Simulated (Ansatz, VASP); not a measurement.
# Two plane-wave programs on B2C3

The input INCAR:

```
  ALGO = Normal
  EDIFF = 1E-7
  ENCUT = 520
  GGA = PE
  ISIF = 2
  ISMEAR = 0
  LASPH = T
  LCHARG = F
  LREAL = F
  LWAVE = F
  NBANDS = 29
  NELM = 100
  PREC = Accurate
  SIGMA = 0.2
```

The input KPOINTS:

```
k-points
0
Gamma
  12 12 2
```

Contents of POSCAR:

```
B2C3
1.0
    2.6028908429      0.0000000000      0.0000000000
   -1.3014454214      2.2541695932      0.0000000000
    0.0000000000      0.0000000000     10.4608518112
B C
4 6
Direct
    0.6666666667      0.3333333333      0.4262603843
    0.6666666667      0.3333333333      0.9262603843
    0.3333333333      0.6666666667      0.0737396157
    0.3333333333      0.6666666667      0.5737396157
    0.6666666667      0.3333333333      0.2744451295
    0.6666666667      0.3333333333      0.7744451295
    0.3333333333      0.6666666667      0.2255548705
    0.3333333333      0.6666666667      0.7255548705
    0.0000000000      0.0000000000      0.5000000000
    0.0000000000      0.0000000000      0.0000000000
```

Input for Ansatz:

```yaml
crystal:
  lattice:
    - [2.6028908429, 0.0, 0.0]
    - [-1.3014454214, 2.2541695932, 0.0]
    - [0.0, 0.0, 10.4608518112]
  atoms:
    - { symbol: B, position: [0.6666666667, 0.3333333333, 0.4262603843] }
    - { symbol: B, position: [0.6666666667, 0.3333333333, 0.9262603843] }
    - { symbol: B, position: [0.3333333333, 0.6666666667, 0.0737396157] }
    - { symbol: B, position: [0.3333333333, 0.6666666667, 0.5737396157] }
    - { symbol: C, position: [0.6666666667, 0.3333333333, 0.2744451295] }
    - { symbol: C, position: [0.6666666667, 0.3333333333, 0.7744451295] }
    - { symbol: C, position: [0.3333333333, 0.6666666667, 0.2255548705] }
    - { symbol: C, position: [0.3333333333, 0.6666666667, 0.7255548705] }
    - { symbol: C, position: [0.0, 0.0, 0.5] }
    - { symbol: C, position: [0.0, 0.0, 0.0] }
basis:
  ecutwfc: 420
kpoints:
  mp_grid: { grid: [12, 12, 2] }
hamiltonian:
  xc: pbe
scf:
  occupations: { method: gaussian, width: 0.2 }
  lower_state_search: "off"
output:
  forces: true
  stress: true
  eigenvalues: true
```

Alike in both runs: task single point; functional PBE; k mesh 12 × 12 × 2; occupations gaussian, width 0.2 eV; no spin polarisation.

|  | VASP | Ansatz |
| --- | --- | --- |
| version | VASP 6.6.1 | Ansatz 0.2.0 |
| potentials or method | VASP PAW PBE potentials, release 64 (B, C), cutoff 520 eV | scalar-relativistic, plane waves, PAW |
| valence electrons in the cell | 36 | 36 |

Ansatz gave:

```
pressure (GPa)                     : 0.0
rms of the force components (eV/Å) : 0.004
```

Task: What did VASP give for the same quantities?

Result: Pressure (GPa): 0.2; rms of the force components (eV/Å): 0.006.

Atom by atom the forces differ by 0.004 eV/Å (rms over components). With one functional, cell and mesh, what is left measures potentials, basis and numerics.
